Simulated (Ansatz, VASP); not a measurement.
**B2F in VASP and in Ansatz**

```
CELL_PARAMETERS angstrom
2.56907 0.00000 0.00000
-1.28453 2.22488 0.00000
0.00000 0.00000 4.90851
ATOMIC_POSITIONS crystal
B 0.00000 0.00000 0.74406
B 0.00000 0.00000 0.25594
F 0.00000 0.00000 0.00000
```

Alike in both runs: task single point; functional PBE; k mesh 6 × 6 × 4; occupations gaussian, width 0.1 eV; no spin polarisation.

|  | VASP | Ansatz |
| --- | --- | --- |
| version | VASP 6.6.1 | Ansatz 0.2.0 |
| potentials or method | VASP PAW PBE potentials, release 64 (B, F), cutoff 520 eV | scalar-relativistic, plane waves, PAW |
| valence electrons in the cell | 13 | 13 |

```csv
,VASP,Ansatz,Ansatz less VASP
gap on the k mesh at the Fermi level (eV),none,none,-
pressure (GPa),26.0,26.1,+0.10
"traceless stress, the component that is largest in VASP (GPa)",102.01,101.83,-0.177
rms of the force components (eV/Å),5.226,5.207,-0.0193
```

Atom by atom the forces differ by 0.019 eV/Å (rms over components). A gap of «none» marks a metal or a gap that the smearing closes. With one functional, cell and mesh, what is left measures potentials, basis and numerics.

The k mesh is coarse, so the values compare programs but aren't converged.
